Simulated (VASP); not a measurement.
# Sb (R-3m) in VASP: further runs

Sb is run at these levels: PBE; tasks: single point.

Program: VASP 6.6.1. These are calculated values, not measurements. Logs are shortened: lines on timing, memory, paths and dates and some standing lists are left out, and cuts for length are marked.

## (1) The cell of the first run

It takes space group R-3m (No. 166, trigonal). The conventional cell has a = 4.516 Å, b = 4.516 Å, c = 11.232 Å, α = 90.00°, β = 90.00°, γ = 120.00°. Within 4.0 Å of Sb (site symmetry 3m) lie 6 Sb at 3.01 to 3.44 Å.

## (2) Single point, PBE (strain +0.050 along x and y, +0.000 along z)

The input, INCAR:

```
SYSTEM = Sb
  PREC = Accurate
  ENCUT = 520
  EDIFF = 1E-6
  ISMEAR = 0
  SIGMA = 0.15
  LREAL = .FALSE.
  LASPH = .TRUE.
  NELM = 80
  ALGO = Normal
  ISIF = 2
  LWAVE = .FALSE.
  LCHARG = .TRUE.
  GGA = PE
  LELF = .TRUE.
  LVHAR = .TRUE.
  NBANDS = 12
```

The input, KPOINTS:

```
regular mesh
0
G
  12 12 12
  0 0 0
```

The input, POSCAR:

```
Sb
1.0
    2.2581303486      1.3037321646      3.7440000000
   -2.2581303486      1.3037321646      3.7440000000
    0.0000000000     -2.6074643292      3.7440000000
Sb
2
Direct
    0.2336400000      0.2336400000      0.2336400000
    0.7663600000      0.7663600000      0.7663600000
```

Potentials or basis: VASP PAW PBE potentials, release 64 (Sb).

Run with:

```bash
$ cat potpaw_PBE.64/Sb/POTCAR > POTCAR
$ mpirun -np 1 vasp_std > vasp.out
```

OUTCAR:

```text
SYSTEM = Sb
   PREC = Accurate
   ENCUT = 520
   EDIFF = 1E-6
   ISMEAR = 0
   LREAL = .FALSE.
   LASPH = .TRUE.
   NELM = 80
   ISIF = 2
   GGA = PE

 ion  position               nearest neighbor table
   1  0.234  0.234  0.234-   2 3.01   2 3.01   2 3.01   2 3.44   2 3.44   2 3.44
   2  0.766  0.766  0.766-   1 3.01   1 3.01   1 3.01   1 3.44   1 3.44   1 3.44

  LATTYP: Found a trigonal (rhomboedric) cell.
 ALAT       =     4.5624999976
 COS(alpha) =     0.5100832857

  Lattice vectors:

 A1 = (   2.2581303486,   1.3037321646,   3.7440000000)
 A2 = (  -2.2581303486,   1.3037321646,   3.7440000000)
 A3 = (   0.0000000000,  -2.6074643292,   3.7440000000)

Analysis of symmetry for initial positions (statically):
=====================================================================
 Subroutine PRICEL returns:
 Original cell was already a primitive cell.

 Routine SETGRP: Setting up the symmetry group for a
 trigonal (rhombohedral) supercell.

 Subroutine GETGRP returns: Found 12 space group operations
 (whereof 12 operations were pure point group operations)
 out of a pool of 12 trial point group operations.

The static configuration has the point symmetry D_3d.

Analysis of symmetry for dynamics (positions and initial velocities):
=====================================================================
 Subroutine PRICEL returns:
 Original cell was already a primitive cell.

 Routine SETGRP: Setting up the symmetry group for a
 trigonal (rhombohedral) supercell.

 Subroutine GETGRP returns: Found 12 space group operations
 (whereof 12 operations were pure point group operations)
 out of a pool of 12 trial point group operations.

The dynamic configuration has the point symmetry D_3d.

 Subroutine INISYM returns: Found 12 space group operations
 (whereof 12 operations are pure point group operations),
 and found     1 'primitive' translations

----------------------------------------------------------------------------------------

                                     Primitive cell

  volume of cell :      66.1340

  direct lattice vectors                    reciprocal lattice vectors
     2.258130349  1.303732165  3.744000000     0.221422116  0.127838118  0.089031339
    -2.258130349  1.303732165  3.744000000    -0.221422116  0.127838118  0.089031339
     0.000000000 -2.607464329  3.744000000     0.000000000 -0.255676237  0.089031339

  length of vectors
     4.562499998  4.562499998  4.562499998     0.270734034  0.270734034  0.270734034

  position of ions in fractional coordinates (direct lattice)
     0.233640000  0.233640000  0.233640000
     0.766360000  0.766360000  0.766360000

  ion indices of the primitive-cell ions
   primitive index   ion index
                 1           1
                 2           2

----------------------------------------------------------------------------------------

 KPOINTS: regular mesh

Automatic generation of k-mesh.
 Grid dimensions read from file:
 generate k-points for:   12   12   12

 Generating k-lattice:

  Cartesian coordinates                     Fractional coordinates (reciprocal lattice)
     0.018451843  0.010653177  0.007419278     0.083333333  0.000000000  0.000000000
    -0.018451843  0.010653177  0.007419278     0.000000000  0.083333333  0.000000000
     0.000000000 -0.021306353  0.007419278     0.000000000  0.000000000  0.083333333

  Length of vectors
     0.022561170  0.022561170  0.022561170

  Shift w.r.t. Gamma in fractional coordinates (k-lattice)
     0.000000000  0.000000000  0.000000000

 Subroutine IBZKPT returns following result:
 ===========================================

 Found    189 irreducible k-points:

 Following reciprocal coordinates:
            Coordinates               Weight
  0.000000  0.000000  0.000000      1.000000
  0.083333 -0.000000 -0.000000      6.000000
  0.166667 -0.000000  0.000000      6.000000
  0.250000  0.000000  0.000000      6.000000
  0.333333 -0.000000  0.000000      6.000000
  0.416667  0.000000  0.000000      6.000000
[... 16 lines left out ...]
  0.500000  0.166667  0.000000     12.000000
 -0.416667  0.166667 -0.000000     12.000000
 [... further k-points ...]
   k-points           NKPTS =    189   k-points in BZ     NKDIM =    189   number of bands    NBANDS=     12
   number of dos      NEDOS =    301   number of ions     NIONS =      2
   total plane-waves  NPLWV =  46656
   dimension x,y,z NGX =    36 NGY =   36 NGZ =   36
   dimension x,y,z NGXF=    72 NGYF=   72 NGZF=   72
   ions per type =               2
   NGX,Y,Z   is equivalent  to a cutoff of  13.12, 13.12, 13.12 a.u.
   NGXF,Y,Z  is equivalent  to a cutoff of  26.23, 26.23, 26.23 a.u.
 SYSTEM =  Sb
   PREC   = accura    normal or accurate (medium, high low for compatibility)
   ISTART =      0    job   : 0-new  1-cont  2-samecut
   ICHARG =      2    charge: 1-file 2-atom 10-const
   ISPIN  =      1    spin polarized calculation?
   LNONCOLLINEAR =      F non collinear calculations
   LSORBIT =      F    spin-orbit coupling
   LASPH  =      T    aspherical Exc in radial PAW
   ENCUT  =  520.0 eV  38.22 Ry    6.18 a.u.   8.48  8.48  8.48*2*pi/ulx,y,z
   NELM   =     80;   NELMIN=  2; NELMDL= -5     # of ELM steps
   EDIFF  = 0.1E-05   stopping-criterion for ELM
   LREAL  =      F    real-space projection
   EDIFFG = 0.1E-04   stopping-criterion for IOM
   NSW    =      0    number of steps for IOM
   IBRION =     -1    ionic relax: 0-MD 1-quasi-New 2-CG
   NFREE  =      0    steps in history (QN), initial steepest desc. (CG)
   ISIF   =      2    stress and relaxation
   ISYM   =      2    0-nonsym 1-usesym 2-fastsym
   POTIM  = 0.5000    time-step for ionic-motion
   TEBEG  =    0.0;   TEEND  =   0.0 temperature during run
   PSTRESS=    0.0 pullay stress
   NELECT =      10.0000    total number of electrons
   NUPDOWN=      -1.0000    fix difference up-down
   EMIN   =  10.00;   EMAX   =-10.00  energy-range for DOS
   EFERMI =   0.00;   METHOD = LEGACY
   ISMEAR =     0;   SIGMA  =   0.15  broadening in eV -4-tet -1-fermi 0-gaus
   EFERMI_NEDOS =   21; number of points for ismear=-14 and -15
   IALGO  =     38    algorithm
   IMIX   =      4    mixing-type and parameters
     AMIX     =   0.40;   BMIX     =  1.00
     AMIX_MAG =   1.60;   BMIX_MAG =  1.00
  volume/ion in A,a.u.               =      33.07       223.15
  Fermi-wavevector in a.u.,A,eV,Ry     =   0.872168  1.648158 10.349632  0.760677
  Thomas-Fermi vector in A             =   1.991379
   LORBIT       =      0    0 simple, 1 ext, 2 COOP (PROOUT), +10 PAW based schemes
   GGA     = PE    functional components
   LHFCALC =     F    Hartree Fock is set to
   AEXX    =    0.0000 exact exchange contribution
   IVDW    =     0    specifies the selected vdW correction
   LEPSILON=     F    determine dielectric tensor
   LRPA    =     F    only Hartree local field effects (RPA)
 non-spin polarized calculation
 Gauss-broadening in eV      SIGMA  =   0.15
  energy-cutoff  :      520.00
  volume of cell :       66.13
 maximum number of plane-waves:      1817
 NGX is ok and might be reduce to    36
   NGX = 17   NGY = 17   NGZ = 17

 number of electron      10.0000000 magnetization

 Free energy of the ion-electron system (eV)
  ---------------------------------------------------
  ext. energy  EPLUGINS =         0.00000000
  ---------------------------------------------------
  free energy    TOTEN  =        -8.23906792 eV

  energy without entropy =       -8.23720797  energy(sigma->0) =       -8.23813795

 E-fermi :   6.0081     XC(G=0):  -9.1525

 val. band max:        6.0042078760   @ k =  -0.4167   0.5000   0.4167
 cond. band min:       6.1269248661   @ k =   0.4167   0.0833   0.0833
 fundamental gap:      0.1227169901
 Fermi energy:         6.0080550988

 k-point     1 :       0.0000    0.0000    0.0000
  band No.  band energies     occupation
      1      -5.8395      2.00000
      2       0.9542      2.00000
      3       4.3937      2.00000
      4       4.3937      2.00000
      5       4.6652      2.00000
      6       8.2054      0.00000
      7       8.7703      0.00000
      8       8.7703      0.00000
      9      11.1514      0.00000
     10      11.1514      0.00000
     11      11.5726      0.00000
     12      12.9261      0.00000

 k-point     2 :       0.0833   -0.0000   -0.0000
  band No.  band energies     occupation
      1      -5.7714      2.00000
      2       0.6821      2.00000
      3       4.3888      2.00000
      4       4.4947      2.00000
      5       4.7009      2.00000
      6       8.1149      0.00000
      7       8.5827      0.00000
      8       8.5949      0.00000
      9      10.9503      0.00000
     10      11.1634      0.00000
     11      11.4421      0.00000
     12      13.3231      0.00000

 k-point     3 :       0.1667   -0.0000    0.0000
  band No.  band energies     occupation
      1      -5.5681      2.00000
      2       0.0113      2.00000
      3       4.3809      2.00000
      4       4.5922      2.00000
      5       4.8915      2.00000
      6       7.8004      0.00000
      7       8.1452      0.00000
      8       8.1465      0.00000
      9      10.8011      0.00000
     10      11.4056      0.00000
     11      11.5398      0.00000
     12      14.2608      0.00000
[... 286 lines left out ...]
 k-point    23 :       0.5000    0.1667    0.0000
  band No.  band energies     occupation
      1      -3.8624      2.00000
      2      -2.6943      2.00000
      3       2.9954      2.00000
      4       4.0589      2.00000
      5       4.4570      2.00000
      6       7.5175      0.00000
      7       7.8724      0.00000
      8       8.7166      0.00000
      9      11.4546      0.00000
     10      14.1680      0.00000
     11      14.8806      0.00000
     12      15.3434      0.00000

 k-point    24 :      -0.4167    0.1667   -0.0000
  band No.  band energies     occupation
      1      -3.6285      2.00000
      2      -2.9822      2.00000
      3       2.8229      2.00000
      4       4.3578      2.00000
      5       4.6705      2.00000
      6       7.1373      0.00000
      7       7.4798      0.00000
      8       9.0170      0.00000
      9      12.5134      0.00000
     10      13.0615      0.00000
     11      13.7455      0.00000
     12      16.2190      0.00000

 [... further k-points ...]
[... 5 lines left out ...]
  --------------------------------------------------------------------------------------
  -------------------------------------------------------------------------------------
  Total       -1.2604017     -1.2604017     -0.3081822      0.0000000     -0.0000000      0.0000000
  in kB      -30.5348003    -30.5348003     -7.4660963      0.0000000     -0.0000000      0.0000000
  external PRESSURE =     -22.8452323 kB  Pullay stress =       0.0000000 kB

 VOLUME and BASIS-vectors are now :
 -----------------------------------------------------------------------------
  energy-cutoff  :      520.00
  volume of cell :       66.13
      direct lattice vectors                 reciprocal lattice vectors
     2.258130349  1.303732165  3.744000000     0.221422116  0.127838118  0.089031339
    -2.258130349  1.303732165  3.744000000    -0.221422116  0.127838118  0.089031339
     0.000000000 -2.607464329  3.744000000     0.000000000 -0.255676237  0.089031339

 POSITION                                       TOTAL-FORCE (eV/Angst)
 -----------------------------------------------------------------------------------
      0.00000      0.00000      2.62424         0.000000      0.000000     -0.110678
      0.00000      0.00000      8.60776         0.000000     -0.000000      0.110678
 -----------------------------------------------------------------------------------
    total drift:                                0.000000     -0.000000      0.000000

  FREE ENERGIE OF THE ION-ELECTRON SYSTEM (eV)
  ---------------------------------------------------
  free  energy   TOTEN  =        -8.2390679170 eV

  energy  without entropy=       -8.2372079743  energy(sigma->0) =       -8.23813795
```

Run time: 41 s. Hardware: 1 thread of Intel Xeon 6975P-C (Granite Rapids), shared host; peak memory 0.29 GiB.

Results:

| Property | Result |
| --- | --- |
| Free energy | -8.2391 eV |
| Pressure | -2.3 GPa |
| Largest force | 0.111 eV/Å |
| Band gap on the k mesh | zero (band 5 reaches 5.98 eV, above the bottom of band 6 at 5.90 eV) |

Forces on the atoms (eV/Å):
```
Sb   0.000  0.000 -0.111
Sb   0.000  0.000  0.111
```

Levels at points of the mesh, in eV from the Fermi level:
| k point | band 1 | band 2 | band 3 | band 4 | band 5 | band 6 | band 7 | band 8 | band 9 | band 10 |
| --- | --- | --- | --- | --- | --- | --- | --- | --- | --- | --- |
| (0.00, 0.00, 0.00) | -11.85 | -5.05 | -1.61 | -1.61 | -1.34 | 2.20 | 2.76 | 2.76 | 5.14 | 5.14 |
| (0.50, 0.00, 0.00) | -9.77 | -9.13 | -1.56 | -1.19 | -0.11 | -0.10 | 0.65 | 0.67 | 7.79 | 8.46 |
| (0.50, 0.50, 0.00) | -9.79 | -7.70 | -4.76 | -3.26 | -3.03 | 1.96 | 4.73 | 5.21 | 6.39 | 8.68 |
| (0.50, 0.50, 0.50) | -10.35 | -8.39 | -1.16 | -1.16 | -0.71 | 0.18 | 0.18 | 0.89 | 7.22 | 8.84 |

Caveat: the cell differs from its parent crystal (strain +0.050 along x and y, +0.000 along z); spin-orbit coupling is left out, which moves the levels of the heavy elements.

## (3) Single point, PBE (strain -0.025 along x and y, -0.025 along z)

The input, INCAR:

```
  ALGO = Normal
  EDIFF = 1E-6
  ENCUT = 520
  GGA = PE
  ISIF = 2
  ISMEAR = 0
  LASPH = True
  LCHARG = True
  LELF = True
  LREAL = False
  LVHAR = True
  LWAVE = False
  NBANDS = 12
  NELM = 80
  PREC = Accurate
  SIGMA = 0.15
```

The input, KPOINTS:

```
k-points
0
Gamma
  12 12 12
```

The input, POSCAR:

```
Sb
1.0
    2.0968353237      1.2106084386      3.6504000000
   -2.0968353237      1.2106084386      3.6504000000
    0.0000000000     -2.4212168771      3.6504000000
Sb
2
Direct
    0.2336400000      0.2336400000      0.2336400000
    0.7663600000      0.7663600000      0.7663600000
```

Potentials or basis: VASP PAW PBE potentials, release 64 (Sb).

Run with:

```bash
$ cat potpaw_PBE.64/Sb/POTCAR > POTCAR
$ mpirun -np 1 vasp_std > vasp.out
```

Wall time 42 s (1 thread of Intel Xeon 6975P-C (Granite Rapids), shared host); peak memory 0.26 GiB.

The run converged. Its results:

```
Free energy            : -8.0823 eV
Pressure               : 9.0 GPa
Largest force          : 0.732 eV/Å
Band gap on the k mesh : zero (band 5 reaches 8.63 eV, above the bottom of band 6 at 8.20 eV)
```

Forces on the atoms (eV/Å):
```
Sb   0.000  0.000  0.732
Sb   0.000  0.000 -0.732
```

Stress tensor (GPa, compression positive):
```
9.55 0.00 0.00
0.00 9.55 0.00
0.00 0.00 7.92
```

Levels at points of the mesh, in eV from the Fermi level:
```
           k point  band 1  band 2  band 3  band 4  band 5  band 6  band 7  band 8  band 9  band 10
(0.00, 0.00, 0.00)  -13.44   -4.34   -2.30   -2.00   -2.00    2.07    2.80    2.80    4.98     4.98
(0.50, 0.00, 0.00)  -10.84  -10.07   -2.17   -2.02   -0.35   -0.20    0.18    0.39    7.67     8.39
(0.50, 0.50, 0.00)  -10.77   -8.18   -5.92   -4.18   -4.08    1.21    5.39    5.92    7.71     8.88
(0.50, 0.50, 0.50)  -11.73   -9.39   -1.49   -1.49   -0.39    0.00    0.00    1.29    7.17     8.77
```

Caveat: the cell differs from its parent crystal (strain -0.025 along x and y, -0.025 along z); spin-orbit coupling is left out, which moves the levels of the heavy elements.
